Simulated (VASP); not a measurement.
A run of VASP 6.6.1:

INCAR

```
ALGO = Normal
EDIFF = 1E-7
ENCUT = 520
GGA = PE
ISIF = 2
ISMEAR = 0
LASPH = True
LCHARG = True
LELF = True
LREAL = False
LVHAR = True
LWAVE = False
NBANDS = 18
NELM = 60
PREC = Accurate
SIGMA = 0.1
```

Contents of KPOINTS:

```
k-points
0
Gamma
  6 6 4
```

Contents of POSCAR:

```
NaW
1.0
    2.6681049000      0.0000000000      0.0000000000
   -1.3340524500      2.3106466200      0.0000000000
    0.0000000000      0.0000000000      6.7170709700
Na W
1 1
Direct
    0.0000000000      0.0000000000      0.5000000000
    0.0000000000      0.0000000000      0.0000000000
```

Potentials or basis: VASP PAW PBE potentials, release 64 (Na_pv, W_sv).

Command:

```bash
$ cat potpaw_PBE.64/Na_pv/POTCAR potpaw_PBE.64/W_sv/POTCAR > POTCAR
$ mpirun -np 1 vasp_std > vasp.out
```

Hardware: 1 thread of Oxide Virtual Turin-like Processor, on a shared host.

**Question.** Estimate the wall time of this run.

**Answer.** Run time: 21 s on 1 thread of Oxide Virtual Turin-like Processor (shared host), peak memory 0.12 GiB. Counts: scf iterations 14, k points 21.
